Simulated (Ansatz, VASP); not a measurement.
# One calculation of CdTe, two programs

The input INCAR:

```
SYSTEM = CdTe
ALGO = Normal
EDIFF = 1E-6
EDIFFG = -0.005
ENCUT = 600
GGA = PE
IBRION = 2
ISIF = 3
ISMEAR = -1
LASPH = .TRUE.
LCHARG = .FALSE.
LREAL = .FALSE.
LWAVE = .FALSE.
NELM = 80
NSW = 80
PREC = Accurate
SIGMA = 0.05
```

File KPOINTS:

```
k-points
0
G
  7 7 7
  0 0 0
```

File POSCAR:

```
CdTe
1.0
    0.0000000000      3.2050000000      3.2050000000
    3.2050000000      0.0000000000      3.2050000000
    3.2050000000      3.2050000000      0.0000000000
Te Cd
1 1
Direct
    0.7500000000      0.7500000000      0.7500000000
    0.0000000000      0.0000000000      0.0000000000
```

The input input.yaml:

```yaml
crystal:
  lattice:
    - [0.0, 3.205, 3.205]
    - [3.205, 0.0, 3.205]
    - [3.205, 3.205, 0.0]
  atoms:
    - { symbol: Te, position: [0.75, 0.75, 0.75] }
    - { symbol: Cd, position: [0.0, 0.0, 0.0] }
kpoints:
  mp_grid: { grid: [7, 7, 7] }
scf:
  occupations: { method: fermi_dirac, width: 0.05 }
hamiltonian:
  xc: pbe
  pseudopotentials: { kind: all_electron, lapw: { basis_error: 0.001 } }
output:
  forces: true
  stress: true
relax:
  f_tol: 0.005
  max_steps: 60
  cell: {}
```

Alike in both runs: task relaxation of cell and atoms; functional PBE; k mesh 7 × 7 × 7; occupations fermi-dirac, width 0.05 eV; no spin polarisation.

|  | VASP | Ansatz |
| --- | --- | --- |
| version | VASP 6.6.1 | Ansatz 0.2.0 |
| potentials or method | VASP PAW PBE potentials, release 64 (Te, Cd), cutoff 600 eV | all-electron LAPW, scalar-relativistic |

```csv
,VASP,Ansatz,Ansatz less VASP
relaxed volume (Å³/atom),36.30,36.22,-0.085
relaxed cell length with the largest relative difference (Å),4.683,4.679,-0.0036
```

Ansatz ran all-electron here, and VASP with PAW potentials.

Spin-orbit coupling is off throughout.
